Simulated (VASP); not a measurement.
Crystal: InP.

```
In P
1.0
     0.00000    2.91083    2.91083
     2.91083    0.00000    2.91083
     2.91083    2.91083    0.00000
In P
1 1
Direct
  0.00000 0.00000 0.00000
  0.75000 0.75000 0.75000
```

Base run:

```yaml
Program: VASP 6.6.1
Functional: RPBE
Dispersion: D4
Potentials_or_basis: VASP PAW PBE potentials, release 64 (In_d, P)
Cutoff: 520 eV
k_mesh: 8 × 8 × 8
Occupations: fermi-dirac, width 0.05 eV
Spin: no spin polarisation
```

Its results: band gap on the k mesh 0.95 eV, direct; pressure 2.2 GPa.

Problem. After a change of settings the same cell gave: band gap on the k mesh 0.72 eV, direct; pressure 0.8 GPa. Which change was it?
A. functional from RPBE to PBEsol
B. functional from RPBE to BLYP; dispersion from D4 to D3(BJ)
C. functional from RPBE to PBE; further incar settings from ALGO = Normal; EDIFF = 1e-06; NBANDS = 16 to ALGO = Normal; EDIFF = 1e-07; NBANDS = 16
D. functional from RPBE to PBE exchange alone; dispersion from D4 to none

Solution. A.

PBEsol binds more tightly than RPBE, so the same cell stands under less pressure.

Caveats: the PAW data sets were made with another functional, which shifts forces and pressure a little; spin-orbit coupling is left out, which moves the levels of the heavy elements.
